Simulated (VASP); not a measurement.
C: single point with PBE

Crystal: C.

```xyz
2
Lattice="0.0000 1.7834 1.7834 1.7834 0.0000 1.7834 1.7834 1.7834 0.0000" Properties=species:S:1:pos:R:3 pbc="T T T"
C     0.0000    0.0000    0.0000
C     0.8917    0.8917    0.8917
```

| Quantity | Value |
| --- | --- |
| Program | VASP 6.6.1 |
| Task | single point |
| Functional | PBE |
| Potentials or basis | VASP PAW PBE potentials, release 64 (C) |
| Cutoff | 520 eV |
| k mesh | 13 × 13 × 13 |
| Occupations | fermi-dirac, width 0.05 eV |
| Spin | no spin polarisation |
| Dipole correction | no |
| Further INCAR settings | ALGO = Normal; EDIFF = 1e-06; NBANDS = 11 |

| Item | Value |
| --- | --- |
| Pressure | 2.5 GPa |
| Band gap on the k mesh | 4.14 eV, indirect (least direct gap 5.59 eV) |

Levels at points of the mesh, in eV from the valence-band top:
| k point | band 2 | band 3 | band 4 | band 5 | band 6 | band 7 |
| --- | --- | --- | --- | --- | --- | --- |
| (0.00, 0.00, 0.00) | 0.00 | 0.00 | 0.00 | 5.59 | 5.59 | 5.59 |

It took 7.5 s on 1 thread of AMD EPYC 7R13 Processor (Zen 3), on a shared host, peak memory 0.09 GiB.

A k mesh can miss the band edges.
